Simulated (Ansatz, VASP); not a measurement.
## Ca: VASP beside Ansatz

```
Ca
1.0
     4.13920    0.00000    0.00000
    -2.06960    3.58465    0.00000
     0.00000    0.00000    6.25920
Ca
2
Direct
  0.33333 0.66667 0.25000
  0.66667 0.33333 0.75000
```

Change from the starting cell: strain +0.040 along x and y, -0.040 along z, atoms carried along.

Alike in both runs: task single point; functional PBEsol; k mesh 12 × 12 × 8; occupations gaussian, width 0.15 eV; no spin polarisation.

```csv
,VASP,Ansatz
version,VASP 6.6.1,Ansatz 0.2.0
potentials or method,"VASP PAW PBE potentials, release 64 (Ca_sv), cutoff 520 eV","scalar-relativistic, plane waves, PAW"
valence electrons in the cell,20,20
```

Ansatz gave:

| Property | Result |
| --- | --- |
| gap on the k mesh at the Fermi level (eV) | none |
| pressure (GPa) | -1.8 |
| traceless stress, the component that is largest in VASP (GPa) | 1.10 |

Question: Estimate VASP's values.

Answer: gap on the k mesh at the Fermi level (eV): none; pressure (GPa): -1.8; traceless stress, the component that is largest in VASP (GPa): 1.11.

VASP's potentials were made for PBE, not for PBEsol. A gap of «none» marks a metal or a gap that the smearing closes.
